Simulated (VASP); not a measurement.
Crystal: MgF2.

```xyz
6
Lattice="4.6219 0.0000 0.0000 0.0000 4.5819 0.0000 0.0000 0.0000 3.0461" Properties=species:S:1:pos:R:3 pbc="T T T"
Mg    2.3109    2.2909    1.5231
Mg    0.0000    0.0000    0.0000
F     3.7181    0.9102    1.5231
F     0.9038    3.6716    1.5231
F     1.4072    1.3807    0.0000
F     3.2147    3.2012    0.0000
```

This cell differs from its parent crystal: uniaxial y strain -0.9%.

Base run:

```yaml
Program: VASP 6.6.1
Functional: r2SCAN
Potentials_or_basis: VASP PAW PBE potentials, release 64 (Mg, F)
Cutoff: 660 eV
k_mesh: 6 × 6 × 8
Occupations: gaussian, width 0.01 eV
Spin: no spin polarisation
```

Its results: band gap on the k mesh 8.09 eV; pressure -0.6 GPa; largest force 0.006 eV/Å.

Q: The run is repeated on the same cell with these changes: functional from r2SCAN to PBE; cutoff from 660 eV to 600 eV; occupations from gaussian, width 0.01 eV to fermi-dirac, width 0.02 eV. What comes out?

A: Band gap on the k mesh 7.18 eV; pressure 4.8 GPa; largest force 0.025 eV/Å.

Caveats: the PAW data sets were made with another functional, which shifts forces and pressure a little (at least some runs); the cell stands under pressure (at least some runs).

A k mesh can miss the band edges.
